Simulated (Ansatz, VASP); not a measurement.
Hf4Te: VASP beside Ansatz

Contents of INCAR:

```
SYSTEM = Hf4Te
PREC = Accurate ; ENCUT = 600
EDIFF = 1E-6 ; ISMEAR = 0
SIGMA = 0.1 ; LREAL = .FALSE.
LASPH = .TRUE. ; NELM = 80
ALGO = Fast ; ISIF = 3
LWAVE = .FALSE. ; LCHARG = .FALSE.
GGA = PE ; IBRION = 2
NSW = 100 ; EDIFFG = -0.01
```

The input KPOINTS:

```
Automatic mesh
0
G
  8 8 8
  0 0 0
```

File POSCAR:

```
Hf4Te
1.0
    5.1943467958      0.0000000000      0.0000000000
    0.0000000000      5.1943467958      0.0000000000
    0.0000000000      0.0000000000      5.1943467958
Hf Te
4 1
Direct
    0.5000000000      0.5000000000      0.5000000000
    0.0000000000      0.5000000000      0.5000000000
    0.5000000000      0.0000000000      0.5000000000
    0.5000000000      0.5000000000      0.0000000000
    0.0000000000      0.0000000000      0.0000000000
```

Input for Ansatz:

```yaml
crystal:
  lattice:
    - [5.1943467958, 0.0, 0.0]
    - [0.0, 5.1943467958, 0.0]
    - [0.0, 0.0, 5.1943467958]
  atoms:
    - { symbol: Hf, position: [0.5, 0.5, 0.5] }
    - { symbol: Hf, position: [0.0, 0.5, 0.5] }
    - { symbol: Hf, position: [0.5, 0.0, 0.5] }
    - { symbol: Hf, position: [0.5, 0.5, 0.0] }
    - { symbol: Te, position: [0.0, 0.0, 0.0] }
basis:
  ecutwfc: 420
kpoints:
  mp_grid: { grid: [8, 8, 8] }
hamiltonian:
  xc: pbe
scf:
  occupations: { method: gaussian, width: 0.1 }
output:
  forces: true
  stress: true
  eigenvalues: true
  write_density: true
  write_potential: true
  elf: true
  volumetric_format: npy
relax:
  adjacent_minimum: "off"
  f_tol: 0.01
  max_steps: 80
  cell: { stress_tol: 0.05 }
```

Change from the starting cell: species swapped into the Mn4N type (Pm-3m, No. 221).

Alike in both runs: task relaxation of cell and atoms; functional PBE; k mesh 8 × 8 × 8; occupations gaussian, width 0.1 eV; no spin polarisation.

```csv
,VASP,Ansatz
version,VASP 6.6.1,Ansatz 0.2.0
potentials or method,"VASP PAW PBE potentials, release 64 (Hf_pv, Te), cutoff 600 eV","scalar-relativistic, plane waves, PAW"
valence electrons in the cell,46,120
```

Ansatz gave:

```
gap on the k mesh at the Fermi level, each at its own relaxed structure (eV) : none
relaxed volume (Å³/atom)                                                     : 28.11
relaxed cell length with the largest relative difference (Å)                 : 5.199
```

Q: Which values does VASP return?

A: gap on the k mesh at the Fermi level, each at its own relaxed structure (eV): none; relaxed volume (Å³/atom): 27.93; relaxed cell length with the largest relative difference (Å): 5.188.

A gap of «none» marks a metal or a gap that the smearing closes. VASP's potentials hold 46 valence electrons a cell and Ansatz's 120, so a difference there can come from the potentials and not from the codes.

Neither program's run includes spin-orbit coupling.
